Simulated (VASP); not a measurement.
The system is Co.

```
CELL_PARAMETERS angstrom
2.50740 0.00000 0.00000
-1.25370 2.17147 0.00000
0.00000 0.00000 4.06990
ATOMIC_POSITIONS crystal
Co 0.33333 0.66667 0.25000
Co 0.66667 0.33333 0.75000
```

```yaml
Program: VASP 6.6.1
Task: relaxation of cell and atoms
Functional: PBE
Dispersion: D3(BJ)
Potentials_or_basis: VASP PAW PBE potentials, release 64 (Co)
Cutoff: 600 eV
k_mesh: 12 × 12 × 7
Occupations: fermi-dirac, width 0.1 eV
Spin: collinear spin, ferromagnetic start
Starting_moments: "[2.5, 2.5] μB"
```

At the start: pressure -10.5 GPa; volume 11.08 Å³/atom.

Where does the relaxation end?

Over 8 steps the energy falls by 19.9 meV/atom and the volume is 10.51 Å³/atom (-5.2 %); space group P6_3/mmc (No. 194, to 0.1 Å) before and after; moment 3.15 μB per cell.

The path:
```
step  energy change (eV)  largest force (eV/Å)  pressure (GPa)  volume (Å³)
   1              0.0000                0.0000          -10.51        22.16
   2              0.0051                0.0000           13.77        19.91
   3             -0.0397                0.0000           -0.06        21.02
   4             -0.0397                0.0000            0.17        21.00
   5             -0.0398                0.0000            0.15        21.00
   6             -0.0398                0.0000            0.16        21.00
   7             -0.0398                0.0000           -0.15        21.03
   8             -0.0398                0.0000            0.03        21.01
```

Final structure:
```
Co
1.0
     2.46743    0.00000    0.00000
    -1.23372    2.13686    0.00000
     0.00000    0.00000    3.98519
Co
2
Direct
  0.33333 0.66667 0.25000
  0.66667 0.33333 0.75000
```
